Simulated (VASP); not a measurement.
# Al3Cu2 (P1) in VASP: single point with r2SCAN

Aim: the single point of Al3Cu2 with r2SCAN.

Everything below comes from runs of VASP 6.6.1. Logs are shortened: lines on timing, memory, paths and dates and some standing lists are left out, and cuts for length are marked.

**1. The cell of the first run**

The typed cell holds 5 atoms: a = 4.047 Å, b = 4.025 Å, c = 4.981 Å, α = 90.34°, β = 89.44°, γ = 119.97°.

**2. Single point, r2SCAN (atoms moved at random and the cell strained at random)**

Contents of POSCAR:

```
Al3Cu2
1.0
    4.0472680556      0.0074024528      0.0200421321
   -2.0172233156      3.4831102312     -0.0120505430
    0.0244543287     -0.0028593368      4.9807017204
Al Cu
3 2
Direct
   -0.0008572511     -0.0022964813     -0.0037870460
    0.3239394096      0.6152035583      0.3246428018
    0.6361111384      0.3216370404      0.6524015193
    0.2936928577      0.6558659016      0.8549848793
    0.6488481480      0.2910866889      0.1295631523
```

Contents of INCAR.step1:

```
SYSTEM = Al3Cu2
PREC = Accurate
ENCUT = 520
ISMEAR = 0
SIGMA = 0.1
LREAL = .False.
LASPH = .True.
NELM = 60
NBANDS = 24
GGA = PE
ALGO = Normal
EDIFF = 1E-4
LWAVE = .True.
LCHARG = .False.
```

Contents of INCAR.step2:

```
SYSTEM = Al3Cu2
PREC = Accurate
ENCUT = 520
EDIFF = 1E-6
ISMEAR = 0
SIGMA = 0.1
LREAL = .False.
LASPH = .True.
NELM = 60
ALGO = Normal
ISIF = 2
LWAVE = .False.
LCHARG = .False.
METAGGA = R2SCAN
LMIXTAU = .True.
NBANDS = 24
ISTART = 1
```

Contents of KPOINTS:

```
Automatic mesh
0
Gamma
  8 8 6
  0 0 0
```

Potentials or basis: VASP PAW PBE potentials, release 64 (Al, Cu).

Run with:

```
cat potpaw_PBE.64/Al/POTCAR potpaw_PBE.64/Cu/POTCAR > POTCAR
cp INCAR.step1 INCAR
mpirun -np 1 vasp_std > vasp.out
cp INCAR.step2 INCAR
mpirun -np 1 vasp_std > vasp.out
```

OUTCAR:

```text
SYSTEM = Al3Cu2
   PREC = Accurate
   ENCUT = 520
   EDIFF = 1E-6
   ISMEAR = 0
   LREAL = .False.
   LASPH = .True.
   NELM = 60
   ISIF = 2
   METAGGA = R2SCAN
   ISTART = 1

 ion  position               nearest neighbor table
   1  0.999  0.998  0.996-   4 2.33   5 2.34   5 2.38   4 2.41   5 2.55   4 2.58   2 2.70   3 2.80
                             2 2.87   3 2.91   3 2.96   2 2.98
   2  0.324  0.615  0.325-   4 2.35   5 2.46   5 2.55   5 2.57   4 2.65   3 2.69   1 2.70   1 2.87
                             3 2.91   3 2.96   1 2.98
   3  0.636  0.322  0.652-   5 2.38   4 2.52   4 2.53   4 2.56   5 2.61   2 2.69   1 2.80   2 2.91
                             1 2.91   2 2.96   1 2.96
   4  0.294  0.656  0.855-   1 2.33   2 2.35   1 2.41   3 2.52   3 2.53   3 2.56   1 2.58   5 2.61
                             5 2.64   2 2.65
   5  0.649  0.291  0.130-   1 2.34   1 2.38   3 2.38   2 2.46   2 2.55   1 2.55   2 2.57   4 2.61
                             3 2.61   4 2.64

  LATTYP: Found a triclinic cell.
 ALAT       =     4.0379232669
 B/A-ratio  =     2.1220390955
 C/A-ratio  =     0.9968231224
 COS(alpha) =     0.0012554090
 COS(beta)  =     0.4960732000
 COS(gamma) =     0.7071636715

  Lattice vectors:

 A1 = (   2.0300447400,   3.4905126840,   0.0079915891)
 A2 = (   6.0528584669,   3.5007744736,  -4.9526679992)
 A3 = (  -2.0172233156,   3.4831102312,  -0.0120505430)

Analysis of symmetry for initial positions (statically):
=====================================================================
 Subroutine PRICEL returns:
 Original cell was already a primitive cell.

 Routine SETGRP: Setting up the symmetry group for a
 triclinic supercell.

 Subroutine GETGRP returns: Found  1 space group operations
 (whereof  1 operations were pure point group operations)
 out of a pool of  2 trial point group operations.

The static configuration has the point symmetry C_1 .

Analysis of symmetry for dynamics (positions and initial velocities):
=====================================================================
 Subroutine PRICEL returns:
 Original cell was already a primitive cell.

 Routine SETGRP: Setting up the symmetry group for a
 triclinic supercell.

 Subroutine GETGRP returns: Found  1 space group operations
 (whereof  1 operations were pure point group operations)
 out of a pool of  2 trial point group operations.

[... 104 lines left out ...]
   ENCUT  =  520.0 eV  38.22 Ry    6.18 a.u.   7.53  7.48  9.26*2*pi/ulx,y,z
   NELM   =     60;   NELMIN=  2; NELMDL=  0     # of ELM steps
   EDIFF  = 0.1E-05   stopping-criterion for ELM
   LREAL  =      F    real-space projection
   EDIFFG = 0.1E-04   stopping-criterion for IOM
   NSW    =      0    number of steps for IOM
   IBRION =     -1    ionic relax: 0-MD 1-quasi-New 2-CG
   NFREE  =      0    steps in history (QN), initial steepest desc. (CG)
   ISIF   =      2    stress and relaxation
   ISYM   =      2    0-nonsym 1-usesym 2-fastsym
   POTIM  = 0.5000    time-step for ionic-motion
   TEBEG  =    0.0;   TEEND  =   0.0 temperature during run
   PSTRESS=    0.0 pullay stress
   NELECT =      31.0000    total number of electrons
   NUPDOWN=      -1.0000    fix difference up-down
   EMIN   =  10.00;   EMAX   =-10.00  energy-range for DOS
   EFERMI =   0.00;   METHOD = LEGACY
   ISMEAR =     0;   SIGMA  =   0.10  broadening in eV -4-tet -1-fermi 0-gaus
   EFERMI_NEDOS =   21; number of points for ismear=-14 and -15
   IALGO  =     38    algorithm
   IMIX   =      4    mixing-type and parameters
     AMIX     =   0.40;   BMIX     =  1.00
     AMIX_MAG =   1.60;   BMIX_MAG =  1.00
  volume/ion in A,a.u.               =      14.06        94.86
  Fermi-wavevector in a.u.,A,eV,Ry     =   1.246156  2.354894 21.128557  1.552905
  Thomas-Fermi vector in A             =   2.380346
   LORBIT       =      0    0 simple, 1 ext, 2 COOP (PROOUT), +10 PAW based schemes
   METAGGA = R2SCAN    functional components
   LHFCALC =     F    Hartree Fock is set to
   AEXX    =    0.0000 exact exchange contribution
   IVDW    =     0    specifies the selected vdW correction
   LEPSILON=     F    determine dielectric tensor
   LRPA    =     F    only Hartree local field effects (RPA)
 non-spin polarized calculation
 Gauss-broadening in eV      SIGMA  =   0.10
  energy-cutoff  :      520.00
  volume of cell :       70.29
 maximum number of plane-waves:      1913
   NGX = 15   NGY = 15   NGZ = 19

 number of electron      30.9999985 magnetization

 Free energy of the ion-electron system (eV)
  ---------------------------------------------------
  ext. energy  EPLUGINS =         0.00000000
  ---------------------------------------------------
  free energy    TOTEN  =       -42.36561213 eV

  energy without entropy =      -42.35994866  energy(sigma->0) =      -42.36278040

 E-fermi :   8.7761     XC(G=0): -11.8852

 val. band max:        8.7602574880   @ k =   0.0000   0.3750   0.0000
 cond. band min:       8.7774936296   @ k =  -0.2500   0.1250   0.5000
 fundamental gap:      0.0172361416
 Fermi energy:         8.7761136441

 k-point     1 :       0.0000    0.0000    0.0000
  band No.  band energies     occupation
      1      -3.5200      2.00000
      2       1.6159      2.00000
      3       2.3752      2.00000
      4       2.7001      2.00000
      5       2.7160      2.00000
      6       3.1024      2.00000
[... 637 lines left out ...]
     23      17.6530      0.00000
     24      18.1170      0.00000

 [... further k-points ...]

------------------------ aborting loop because EDIFF is reached ----------------------------------------

  FORCE on cell =-STRESS in cart. coord.  units (eV):
  Direction    XX          YY          ZZ          XY          YZ          ZX
  --------------------------------------------------------------------------------------
  -------------------------------------------------------------------------------------
  Total        4.1604355      3.1093122      2.2852796     -1.2671233      0.1564639     -0.2193200
  in kB       94.8376045     70.8771297     52.0932110    -28.8842223      3.5666126     -4.9994248
  external PRESSURE =      72.6026484 kB  Pullay stress =       0.0000000 kB

 VOLUME and BASIS-vectors are now :
 -----------------------------------------------------------------------------
  energy-cutoff  :      520.00
  volume of cell :       70.29
      direct lattice vectors                 reciprocal lattice vectors
     4.047268056  0.007402453  0.020042132     0.246824401  0.142943028 -0.001129801
    -2.017223316  3.483110231 -0.012050543    -0.000525378  0.286796037  0.000167224
     0.024454329 -0.002859337  4.980701720    -0.000994482  0.000118691  0.200779873

 POSITION                                       TOTAL-FORCE (eV/Angst)
 -----------------------------------------------------------------------------------
      2.05557      3.47966      4.96984        -0.574863     -0.932327     -0.156244
      0.07801      2.14429      1.61603        -0.485784      0.524990      1.546386
      1.94165      1.12314      3.25829         0.307127     -0.091450     -1.134650
     -0.11347      2.28418      4.25641         0.671352      0.017933     -1.547806
      2.04204      1.01832      0.65481         0.082168      0.480854      1.292314
 -----------------------------------------------------------------------------------
    total drift:                                0.000583     -0.002163     -0.000237

  FREE ENERGIE OF THE ION-ELECTRON SYSTEM (eV)
  ---------------------------------------------------
  free  energy   TOTEN  =       -42.3656121340 eV

  energy  without entropy=      -42.3599486590  energy(sigma->0) =      -42.36278040
```

OUTCAR.step1:

```text
SYSTEM = Al3Cu2
   PREC = Accurate
   ENCUT = 520
   ISMEAR = 0
   LREAL = .False.
   LASPH = .True.
[... 890 lines left out ...]
      1.94165      1.12314      3.25829         0.283548     -0.070545     -1.252045
     -0.11347      2.28418      4.25641         0.658286      0.022807     -1.567290
      2.04204      1.01832      0.65481         0.087526      0.477230      1.302030
 -----------------------------------------------------------------------------------
    total drift:                               -0.000787      0.000153      0.000503

  FREE ENERGIE OF THE ION-ELECTRON SYSTEM (eV)
  ---------------------------------------------------
  free  energy   TOTEN  =       -18.9387562329 eV

  energy  without entropy=      -18.9324602172  energy(sigma->0) =      -18.93560823
```

OSZICAR.step1:

```text
N       E                     dE             d eps       ncg     rms          rms(c)
DAV:   1     0.179308793335E+03    0.17931E+03   -0.12359E+04  9432   0.151E+03
DAV:   2    -0.121843093503E+02   -0.19149E+03   -0.17843E+03  9432   0.290E+02
DAV:   3    -0.231324135802E+02   -0.10948E+02   -0.10405E+02 12408   0.922E+01
DAV:   4    -0.234438489185E+02   -0.31144E+00   -0.31106E+00 13240   0.132E+01
DAV:   5    -0.234505767299E+02   -0.67278E-02   -0.67270E-02 13688   0.182E+00    0.194E+01
DAV:   6    -0.252968956963E+02   -0.18463E+01   -0.72071E+01 11048   0.244E+02    0.150E+01
DAV:   7    -0.190971563565E+02    0.61997E+01   -0.19937E+01 11728   0.108E+02    0.241E+00
DAV:   8    -0.190125982271E+02    0.84558E-01   -0.22431E+00 15528   0.315E+01    0.235E+00
DAV:   9    -0.189396526336E+02    0.72946E-01   -0.33214E-01 12304   0.153E+01    0.335E-01
DAV:  10    -0.189397854466E+02   -0.13281E-03   -0.20247E-02 14352   0.426E+00    0.284E-01
DAV:  11    -0.189395993713E+02    0.18608E-03   -0.25319E-03 15256   0.231E+00    0.249E-01
DAV:  12    -0.189387355491E+02    0.86382E-03   -0.23250E-03 13384   0.152E+00    0.315E-02
DAV:  13    -0.189387562329E+02   -0.20684E-04   -0.18367E-04  6448   0.165E-01
   1 F= -.18938756E+02 E0= -.18935608E+02  d E =-.629602E-02
```

Wall time 9.2 min (1 thread of Intel Xeon 6975P-C (Granite Rapids), shared host); peak memory 0.4 GiB.

What came out:

```yaml
Free_energy: -42.3656 eV
Pressure: 7.3 GPa
Largest_force: 1.704 eV/Å
Band_gap_on_the_k_mesh: zero (an odd number of electrons rules out a gap without spin polarisation)
```

Forces on the atoms (eV/Å):
```
Al  -0.575 -0.932 -0.156
Al  -0.486  0.525  1.546
Al   0.307 -0.091 -1.135
Cu   0.671  0.018 -1.548
Cu   0.082  0.481  1.292
```

Stress tensor (GPa, compression positive):
```
 9.48 -2.89 -0.50
-2.89  7.09  0.36
-0.50  0.36  5.21
```

Caveat: the cell differs from its parent crystal (atoms moved at random and the cell strained at random); the cell stands under pressure; the PAW data sets were made with another functional, which shifts forces and pressure a little.
